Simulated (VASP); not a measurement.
# KLa (L11 type) (R-3m) in VASP: notebook, part 2 of 2

VASP 6.6.1. The steps go on from the part before.

## 4. Single point, PBE

This run uses another cell than the first one, of 46.14 Å³/atom.

File INCAR:

```
SYSTEM = KLa
ALGO = Normal ; EDIFF = 1E-6
ENCUT = 520 ; GGA = PE
ISIF = 2 ; ISMEAR = -1
LASPH = .TRUE. ; LCHARG = .FALSE.
LREAL = .FALSE. ; LWAVE = .FALSE.
NBANDS = 17 ; NELM = 100
PREC = Accurate ; SIGMA = 0.05
```

File KPOINTS:

```
k-points
0
G
  11 11 11
  0 0 0
```

File POSCAR:

```
KLa
1.0
    1.8935674169     -1.0932516578      7.4291209337
    0.0000000000      2.1865033157      7.4291209337
   -1.8935674169     -1.0932516578      7.4291209337
K La
1 1
Direct
    0.0000000000      0.0000000000      0.0000000000
    0.5000000000      0.5000000000      0.5000000000
```

Potentials or basis: VASP PAW PBE potentials, release 64 (K_sv, La).

On the command line:

```bash
> cat potpaw_PBE.64/K_sv/POTCAR potpaw_PBE.64/La/POTCAR > POTCAR
> mpirun -np 1 vasp_std > vasp.out
```

OUTCAR:

```text
SYSTEM = KLa
   EDIFF = 1E-6
   ENCUT = 520
   GGA = PE
   ISIF = 2
   ISMEAR = -1
   LASPH = .TRUE.
   LREAL = .FALSE.
   NELM = 100
   PREC = Accurate

 ion  position               nearest neighbor table
   1  0.000  0.000  0.000-
   2  0.500  0.500  0.500-

  LATTYP: Found a trigonal (rhomboedric) cell.
 ALAT       =     7.7442000618
 COS(alpha) =     0.8804255445

  Lattice vectors:

 A1 = (   1.8935674169,  -1.0932516578,   7.4291209337)
 A2 = (   0.0000000000,   2.1865033157,   7.4291209337)
 A3 = (  -1.8935674169,  -1.0932516578,   7.4291209337)

Analysis of symmetry for initial positions (statically):
=====================================================================
 Subroutine PRICEL returns:
 Original cell was already a primitive cell.

 Routine SETGRP: Setting up the symmetry group for a
 trigonal (rhombohedral) supercell.

 Subroutine GETGRP returns: Found 12 space group operations
 (whereof 12 operations were pure point group operations)
 out of a pool of 12 trial point group operations.

The static configuration has the point symmetry D_3d.

Analysis of symmetry for dynamics (positions and initial velocities):
[... 158 lines left out ...]

 E-fermi :   3.4566     XC(G=0):  -7.8013

 val. band max:        3.4558989312   @ k =   0.3636   0.2727  -0.0000
 cond. band min:       3.4762252558   @ k =   0.3636   0.0909   0.0909
 fundamental gap:      0.0203263246
 Fermi energy:         3.4566425022

 k-point     1 :       0.0000    0.0000    0.0000
  band No.  band energies     occupation
      1     -29.8718      2.00000
      2     -28.2840      2.00000
      3     -13.6232      2.00000
      4     -13.0233      2.00000
      5     -13.0233      2.00000
      6     -11.7065      2.00000
[... 457 lines left out ...]
      4     -13.5129      2.00000
      5     -13.2445      2.00000
      6     -11.8970      2.00000
[... 9 lines left out ...]
     16       4.9313      0.00000
     17       4.9716      0.00000

 [... further k-points ...]

------------------------ aborting loop because EDIFF is reached ----------------------------------------

  FORCE on cell =-STRESS in cart. coord.  units (eV):
  Direction    XX          YY          ZZ          XY          YZ          ZX
  --------------------------------------------------------------------------------------
  -------------------------------------------------------------------------------------
  Total       -0.0097379     -0.0097379      0.0008221      0.0000000      0.0000000      0.0000000
  in kB       -0.1690785     -0.1690785      0.0142746      0.0000000      0.0000000      0.0000000
  external PRESSURE =      -0.1079608 kB  Pullay stress =       0.0000000 kB

 VOLUME and BASIS-vectors are now :
 -----------------------------------------------------------------------------
  energy-cutoff  :      520.00
  volume of cell :       92.28
      direct lattice vectors                 reciprocal lattice vectors
     1.893567417 -1.093251658  7.429120934     0.264051861 -0.152450413  0.044868476
     0.000000000  2.186503316  7.429120934     0.000000000  0.304900826  0.044868476
    -1.893567417 -1.093251658  7.429120934    -0.264051861 -0.152450413  0.044868476

 POSITION                                       TOTAL-FORCE (eV/Angst)
 -----------------------------------------------------------------------------------
      0.00000      0.00000      0.00000         0.000000      0.000000      0.000000
      0.00000      0.00000     11.14368         0.000000      0.000000     -0.000000
 -----------------------------------------------------------------------------------
    total drift:                                0.000000     -0.000000      0.000000

  FREE ENERGIE OF THE ION-ELECTRON SYSTEM (eV)
  ---------------------------------------------------
  free  energy   TOTEN  =        -5.2050833508 eV

  energy  without entropy=       -5.1855442536  energy(sigma->0) =       -5.19531380
```

Wall time 4.8 min (1 thread of Intel Xeon 6975P-C (Granite Rapids), shared host); peak memory 0.69 GiB.

Results:

```yaml
Free_energy: -5.2051 eV
Pressure: 0.0 GPa
Band_gap_on_the_k_mesh: zero (bands 10 and 11 overlap by 0.52 eV)
```

Levels at points of the mesh, in eV from the Fermi level:
| k point | band 6 | band 7 | band 8 | band 9 | band 10 | band 11 | band 12 | band 13 | band 14 | band 15 |
| --- | --- | --- | --- | --- | --- | --- | --- | --- | --- | --- |
| (0.00, 0.00, 0.00) | -15.16 | -15.09 | -15.09 | -2.89 | -1.13 | 0.48 | 0.99 | 1.30 | 1.39 | 1.39 |

Caveat: spin-orbit coupling is left out, which moves the levels of the heavy elements.

## 5. Single point, PBE

This run uses another cell than the first one, of 46.14 Å³/atom.

File INCAR:

```
SYSTEM = KLa
PREC = Accurate ; ENCUT = 520
EDIFF = 1E-6 ; ISMEAR = -1
SIGMA = 0.05 ; LREAL = .False.
LASPH = .True. ; NELM = 80
ALGO = Normal ; ISIF = 2
LWAVE = .False. ; LCHARG = .True.
GGA = PE ; LELF = .True.
LVHAR = .True. ; NBANDS = 17
```

File KPOINTS:

```
Automatic mesh
0
Gamma
  11 11 11
  0 0 0
```

File POSCAR:

```
KLa
1.0
    1.8935674168     -1.0932516578      7.4291209337
    0.0000000000      2.1865033157      7.4291209337
   -1.8935674168     -1.0932516578      7.4291209337
K La
1 1
Direct
    0.0000000000      0.0000000000      0.0000000000
    0.5000000000      0.5000000000      0.5000000000
```

Potentials or basis: VASP PAW PBE potentials, release 64 (K_sv, La).

On the command line:

```bash
> cat potpaw_PBE.64/K_sv/POTCAR potpaw_PBE.64/La/POTCAR > POTCAR
> mpirun -np 1 vasp_std > vasp.out
```

OUTCAR:

```text
SYSTEM = KLa
   PREC = Accurate
   ENCUT = 520
   EDIFF = 1E-6
   ISMEAR = -1
   LREAL = .False.
   LASPH = .True.
   NELM = 80
   ISIF = 2
   GGA = PE

 ion  position               nearest neighbor table
   1  0.000  0.000  0.000-
   2  0.500  0.500  0.500-

  LATTYP: Found a trigonal (rhomboedric) cell.
 ALAT       =     7.7442000618
 COS(alpha) =     0.8804255445

  Lattice vectors:

 A1 = (   1.8935674168,  -1.0932516578,   7.4291209337)
 A2 = (   0.0000000000,   2.1865033157,   7.4291209337)
 A3 = (  -1.8935674168,  -1.0932516578,   7.4291209337)

Analysis of symmetry for initial positions (statically):
=====================================================================
 Subroutine PRICEL returns:
 Original cell was already a primitive cell.

 Routine SETGRP: Setting up the symmetry group for a
 trigonal (rhombohedral) supercell.

 Subroutine GETGRP returns: Found 12 space group operations
 (whereof 12 operations were pure point group operations)
 out of a pool of 12 trial point group operations.

The static configuration has the point symmetry D_3d.

Analysis of symmetry for dynamics (positions and initial velocities):
=====================================================================
 Subroutine PRICEL returns:
 Original cell was already a primitive cell.

 Routine SETGRP: Setting up the symmetry group for a
 trigonal (rhombohedral) supercell.

 Subroutine GETGRP returns: Found 12 space group operations
 (whereof 12 operations were pure point group operations)
 out of a pool of 12 trial point group operations.

The dynamic configuration has the point symmetry D_3d.

 Subroutine INISYM returns: Found 12 space group operations
 (whereof 12 operations are pure point group operations),
 and found     1 'primitive' translations

----------------------------------------------------------------------------------------

[... 105 lines left out ...]
   EMIN   =  10.00;   EMAX   =-10.00  energy-range for DOS
   EFERMI =   0.00;   METHOD = LEGACY
   ISMEAR =    -1;   SIGMA  =   0.05  broadening in eV -4-tet -1-fermi 0-gaus
   EFERMI_NEDOS =   21; number of points for ismear=-14 and -15
   IALGO  =     38    algorithm
   IMIX   =      4    mixing-type and parameters
     AMIX     =   0.40;   BMIX     =  1.00
     AMIX_MAG =   1.60;   BMIX_MAG =  1.00
  volume/ion in A,a.u.               =      46.14       311.36
  Fermi-wavevector in a.u.,A,eV,Ry     =   0.983381  1.858320 13.157342  0.967037
  Thomas-Fermi vector in A             =   2.114534
   LORBIT       =      0    0 simple, 1 ext, 2 COOP (PROOUT), +10 PAW based schemes
   GGA     = PE    functional components
[... 5 lines left out ...]
 non-spin polarized calculation
  energy-cutoff  :      520.00
  volume of cell :       92.28
 maximum number of plane-waves:      2502
 NGX is ok and might be reduce to    60
   NGX = 29   NGY = 29   NGZ = 29

 number of electron      20.0000000 magnetization

 Free energy of the ion-electron system (eV)
  ---------------------------------------------------
  ext. energy  EPLUGINS =         0.00000000
  ---------------------------------------------------
  free energy    TOTEN  =        -5.20508335 eV

  energy without entropy =       -5.18554425  energy(sigma->0) =       -5.19531380

 E-fermi :   3.4566     XC(G=0):  -7.8013

 val. band max:        3.4558989314   @ k =   0.3636   0.2727  -0.0000
 cond. band min:       3.4762252560   @ k =   0.3636   0.0909   0.0909
 fundamental gap:      0.0203263246
 Fermi energy:         3.4566425025

 k-point     1 :       0.0000    0.0000    0.0000
  band No.  band energies     occupation
      1     -29.8718      2.00000
      2     -28.2840      2.00000
      3     -13.6232      2.00000
      4     -13.0233      2.00000
      5     -13.0233      2.00000
      6     -11.7065      2.00000
[... 457 lines left out ...]
      4     -13.5129      2.00000
      5     -13.2445      2.00000
      6     -11.8970      2.00000
[... 9 lines left out ...]
     16       4.9313      0.00000
     17       4.9716      0.00000

 [... further k-points ...]

------------------------ aborting loop because EDIFF is reached ----------------------------------------

  FORCE on cell =-STRESS in cart. coord.  units (eV):
  Direction    XX          YY          ZZ          XY          YZ          ZX
  --------------------------------------------------------------------------------------
  -------------------------------------------------------------------------------------
  Total       -0.0097380     -0.0097380      0.0008221      0.0000000      0.0000000      0.0000000
  in kB       -0.1690788     -0.1690788      0.0142742      0.0000000      0.0000000      0.0000000
  external PRESSURE =      -0.1079612 kB  Pullay stress =       0.0000000 kB

 VOLUME and BASIS-vectors are now :
 -----------------------------------------------------------------------------
  energy-cutoff  :      520.00
  volume of cell :       92.28
      direct lattice vectors                 reciprocal lattice vectors
     1.893567417 -1.093251658  7.429120934     0.264051861 -0.152450413  0.044868476
     0.000000000  2.186503316  7.429120934     0.000000000  0.304900826  0.044868476
    -1.893567417 -1.093251658  7.429120934    -0.264051861 -0.152450413  0.044868476

 POSITION                                       TOTAL-FORCE (eV/Angst)
 -----------------------------------------------------------------------------------
      0.00000      0.00000      0.00000         0.000000     -0.000000      0.000000
      0.00000      0.00000     11.14368         0.000000      0.000000      0.000000
 -----------------------------------------------------------------------------------
    total drift:                                0.000000     -0.000000      0.000000

  FREE ENERGIE OF THE ION-ELECTRON SYSTEM (eV)
  ---------------------------------------------------
  free  energy   TOTEN  =        -5.2050833505 eV

  energy  without entropy=       -5.1855442533  energy(sigma->0) =       -5.19531380
```

OSZICAR:

```text
N       E                     dE             d eps       ncg     rms          rms(c)
DAV:   1     0.213919588654E+03    0.21392E+03   -0.77344E+03  4964   0.137E+03
DAV:   2     0.188780623139E+02   -0.19504E+03   -0.18580E+03  7060   0.237E+02
DAV:   3    -0.359526151740E+01   -0.22473E+02   -0.21821E+02  6739   0.118E+02
DAV:   4    -0.571107046583E+01   -0.21158E+01   -0.19889E+01  9226   0.258E+01
DAV:   5    -0.580865192572E+01   -0.97581E-01   -0.96901E-01  7156   0.505E+00    0.294E+00
DAV:   6    -0.523133653984E+01    0.57732E+00   -0.25346E+00  9081   0.535E+00    0.298E+00
DAV:   7    -0.520173933848E+01    0.29597E-01   -0.34322E-01  8734   0.246E+00    0.221E+00
DAV:   8    -0.520321252716E+01   -0.14732E-02   -0.76319E-02  7768   0.177E+00    0.419E-01
DAV:   9    -0.520473918961E+01   -0.15267E-02   -0.19248E-02  8651   0.694E-01    0.167E-01
DAV:  10    -0.520508210293E+01   -0.34291E-03   -0.42016E-03  9104   0.279E-01    0.104E-01
DAV:  11    -0.520510236436E+01   -0.20261E-04   -0.10878E-04  8216   0.655E-02    0.603E-02
DAV:  12    -0.520508321066E+01    0.19154E-04   -0.14008E-04  8728   0.635E-02    0.463E-03
DAV:  13    -0.520508335053E+01   -0.13987E-06   -0.62006E-06  7248   0.151E-02
   1 F= -.52050834E+01 E0= -.51953138E+01  d E =-.195391E-01
```

It took 5.3 min on 1 thread of Intel Xeon 6975P-C (Granite Rapids), shared host; peak memory 0.69 GiB.

Results:

| Quantity | Value |
| --- | --- |
| Free energy | -5.2051 eV |
| Pressure | 0.0 GPa |
| Band gap on the k mesh | zero (bands 10 and 11 overlap by 0.52 eV) |

Caveat: spin-orbit coupling is left out, which moves the levels of the heavy elements.

## 6. Single point, PBE (47.52 Å³/atom)

This run uses another cell than the first one, of 47.52 Å³/atom.

File INCAR:

```
  PREC = Accurate
  ENCUT = 520
  EDIFF = 1E-6
  ISMEAR = -1
  SIGMA = 0.05
  LREAL = False
  LASPH = True
  NELM = 60
  ALGO = Normal
  ISIF = 2
  LWAVE = False
  LCHARG = True
  GGA = PE
  LELF = True
  LVHAR = True
  NBANDS = 17
```

File KPOINTS:

```
regular mesh
0
Gamma
  11 11 11
```

File POSCAR:

```
KLa
1.0
    1.9123168285     -1.1040766357      7.5026813705
    0.0000000000      2.2081532714      7.5026813705
   -1.9123168285     -1.1040766357      7.5026813705
K La
1 1
Direct
    0.0000000000      0.0000000000      0.0000000000
    0.5000000000      0.5000000000      0.5000000000
```

Potentials or basis: VASP PAW PBE potentials, release 64 (K_sv, La).

On the command line:

```bash
> cat potpaw_PBE.64/K_sv/POTCAR potpaw_PBE.64/La/POTCAR > POTCAR
> mpirun -np 1 vasp_std > vasp.out
```

Wall time 5.1 min (1 thread of Intel Xeon 6975P-C (Granite Rapids), shared host); peak memory 0.69 GiB.

It converged, with:

| Quantity | Value |
| --- | --- |
| Free energy | -5.2019 eV |
| Pressure | -0.4 GPa |
| Band gap on the k mesh | zero (bands 10 and 11 overlap by 0.48 eV) |

Stress tensor (GPa, compression positive):
```
-0.43  0.00  0.00
 0.00 -0.43  0.00
 0.00  0.00 -0.33
```

Levels at points of the mesh, in eV from the Fermi level:
```tsv
k point	band 6	band 7	band 8	band 9	band 10	band 11	band 12	band 13	band 14	band 15
(0.00, 0.00, 0.00)	-15.16	-15.10	-15.10	-2.88	-1.12	0.44	0.94	1.24	1.32	1.32
```

Caveat: spin-orbit coupling is left out, which moves the levels of the heavy elements.

## 7. Summary

| cell | gap on the mesh (eV) | pressure (GPa) |
| --- | --- | --- |
| a = 7.587 Å, angles 28.3°, 2 atoms | none | 0.9 |
| a = 7.666 Å, angles 28.3°, 2 atoms | none | 0.4 |
| a = 7.744 Å, angles 28.3°, 2 atoms | none | 0.0 |
| a = 7.821 Å, angles 28.3°, 2 atoms | none | -0.4 |

Alike in all rows: task single point; level PBE; potentials or basis VASP PAW PBE potentials, release 64 (K_sv, La); no spin polarisation; k mesh 11 × 11 × 11; cutoff (eV) 520; smearing fermi-dirac 0.05 eV.

Caveats: spin-orbit coupling is left out, which moves the levels of the heavy elements.

Total energies depend on the potentials used, so only differences within one code and one set of settings carry meaning.
